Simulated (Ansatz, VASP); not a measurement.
## LuHfO: VASP beside Ansatz

```
CELL_PARAMETERS angstrom
4.88691 0.00000 0.00000
-2.44345 4.23219 0.00000
0.00000 0.00000 2.92552
ATOMIC_POSITIONS crystal
Lu 0.00000 0.00000 0.50000
Hf 0.33333 0.66667 0.50000
O 0.66667 0.33333 0.00000
```

Change from the starting cell: species swapped into the BaAlSn type (P-6m2, No. 187).

Alike in both runs: functional PBE; k mesh 6 × 6 × 4; occupations gaussian, width 0.1 eV; no spin polarisation.

Ansatz relaxed the structure, and its values are those at the end. VASP's run is a single point on that final structure, the one shown.

```csv
,VASP,Ansatz
version,VASP 6.6.1,Ansatz 0.2.0
potentials or method,"VASP PAW PBE potentials, release 64 (Lu, Hf_pv, O), cutoff 520 eV","scalar-relativistic, plane waves, PAW"
valence electrons in the cell,41,57
```

Ansatz gave:

| Item | Value |
| --- | --- |
| gap on the k mesh at the Fermi level (eV) | none |
| pressure (GPa) | 0.0 |

Task: Which values does VASP return?

Result: gap on the k mesh at the Fermi level (eV): none; pressure (GPa): -0.1.

A gap of «none» marks a metal or a gap that the smearing closes. The functional is the same, so the differences come from potentials, cutoffs and numerics. VASP's potentials hold 41 valence electrons a cell and Ansatz's 57, so a difference there can come from the potentials and not from the codes.

The k mesh is coarse, so the values compare programs but aren't converged. Spin-orbit coupling is off throughout.
